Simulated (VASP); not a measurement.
Input of a VASP 6.6.1 run:

File INCAR:

```
SYSTEM = Ge
PREC = Accurate ; ENCUT = 520
EDIFF = 1E-6 ; ISMEAR = 0
SIGMA = 0.1 ; LREAL = .False.
LASPH = .True. ; NELM = 80
ALGO = Normal ; ISIF = 2
LWAVE = .False. ; LCHARG = .True.
GGA = PE ; LELF = .True.
LVHAR = .True. ; NBANDS = 36
```

KPOINTS

```
Automatic mesh
0
Gamma
  6 6 4
  0 0 0
```

Contents of POSCAR:

```
Ge
1.0
    3.5951919900      0.0000000000      0.0000000000
   -1.7975960000      3.1135276000      0.0000000000
    0.0000000000      0.0000000000      5.9903896100
Ge
4
Direct
    0.0000000000      0.0000000000      0.8025568000
    0.0000000000      0.0000000000      0.1974432000
    0.3333333300      0.6666666700      0.6146058900
    0.6666666700      0.3333333300      0.3853941100
```

Potentials or basis: VASP PAW PBE potentials, release 64 (Ge_d).

Run with:

```sh
$ cat potpaw_PBE.64/Ge_d/POTCAR > POTCAR
$ mpirun -np 1 vasp_std > vasp.out
```

(1) Predict the pressure.

(2) What does it give for the band gap on the k mesh?

(3) What does it give for the largest force?

Results:

(1) 32.5 GPa.

(2) zero (band 28 reaches 8.68 eV, above the bottom of band 29 at 6.20 eV).

(3) 1.893 eV/Å.

Caveat: forces of over 1 eV/Å act on the atoms, so gaps and moduli don't describe the material at rest.
